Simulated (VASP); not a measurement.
Runs of VASP 6.6.1 on Hf. The structure is that of space group P6_3/mmc (No. 194), or close to it. The cells are those of the table. 

```csv
task,cell,cutoff (eV),gap on the mesh (eV),pressure (GPa)
single point,"a = 3.199, b = 3.199, c = 5.048 Å, angles 90.0, 90.0, 120.0°, 2 atoms",520,none,-0.6
relaxation of cell and atoms,"relaxed to 4 GPa from a = 3.199, b = 3.199, c = 5.048 Å, angles 90.0, 90.0, 120.0°, 2 atoms",600,none,4.0
single point,"a = 3.136, b = 3.136, c = 4.955 Å, angles 90.0, 90.0, 120.0°, 2 atoms",520,none,6.4
single point,"a = 3.179, b = 3.179, c = 5.020 Å, angles 90.0, 90.0, 120.0°, 2 atoms",520,none,(a)
single point,"a = 3.189, b = 3.189, c = 5.034 Å, angles 90.0, 90.0, 120.0°, 2 atoms",520,none,(b)
single point,"a = 3.161, b = 3.161, c = 4.993 Å, angles 90.0, 90.0, 120.0°, 2 atoms",520,none,3.4
```

Alike in all rows: level r2SCAN; potentials or basis VASP PAW PBE potentials, release 64 (Hf_pv); no spin polarisation; k mesh 18 × 18 × 10; smearing fermi-dirac 0.1 eV.

Question: Fill in the values left out.

Answer: (a) 1.4; (b) 0.4.

Caveats: the PAW data sets were made with another functional, which shifts forces and pressure a little; spin-orbit coupling is left out, which moves the levels of the heavy elements; the cell stands under pressure (at least some runs); the cell is relaxed towards a set pressure, so the run minimises the enthalpy, not the energy (at least some runs).

A k mesh can miss the band edges, and the runs leave out spin-orbit coupling on Hf.

A gap of «none» marks levels without a gap at the run's occupations.
